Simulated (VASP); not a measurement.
**SiNi (zincblende type): relaxation of cell and atoms with PBE**

The system is SiNi (zincblende type).

```
Ni Si
1.0
     0.00000    2.57430    2.57430
     2.57430    0.00000    2.57430
     2.57430    2.57430    0.00000
Ni Si
1 1
Direct
  0.00000 0.00000 0.00000
  0.25000 0.25000 0.25000
```

```yaml
Program: VASP 6.6.1
Task: relaxation of cell and atoms
Functional: PBE
Potentials_or_basis: VASP PAW PBE potentials, release 64 (Ni, Si)
Cutoff: 600 eV
k_mesh: 13 × 13 × 13
Occupations: fermi-dirac, width 0.1 eV
Spin: no spin polarisation
Target_pressure: 0.087 GPa
Dipole_correction: no
Further_INCAR_settings: ALGO = Normal; EDIFF = 1e-07; IBRION = 2; EDIFFG = -0.005; NSW = 32; ISIF = 3
```

```
Pressure after relaxing : 0.1 GPa
Band gap on the k mesh  : zero (band 7 reaches 11.15 eV, above the bottom of band 8 at 4.94 eV)
```

Final structure:
```
CELL_PARAMETERS angstrom
0.00000 2.57430 2.57430
2.57430 0.00000 2.57430
2.57430 2.57430 0.00000
ATOMIC_POSITIONS crystal
Ni 0.00000 0.00000 0.00000
Si 0.25000 0.25000 0.25000
```

Levels at points of the mesh, in eV from the Fermi level:
| k point | band 5 | band 6 | band 7 | band 8 | band 9 | band 10 |
| --- | --- | --- | --- | --- | --- | --- |
| (0.00, 0.00, 0.00) | -2.04 | -2.04 | 5.30 | 5.30 | 5.30 | 6.99 |

It took 21 s on 1 thread of AMD EPYC 9R45 96-Core Processor (Zen 5), on a shared host, peak memory 0.16 GiB.

Caveat: the relaxation stopped at its first step, so nothing moved; the cell is relaxed towards a set pressure, so the enthalpy falls and the energy may rise. Spin polarisation is off, so any magnetic state and its effect on volume and gap are missing.
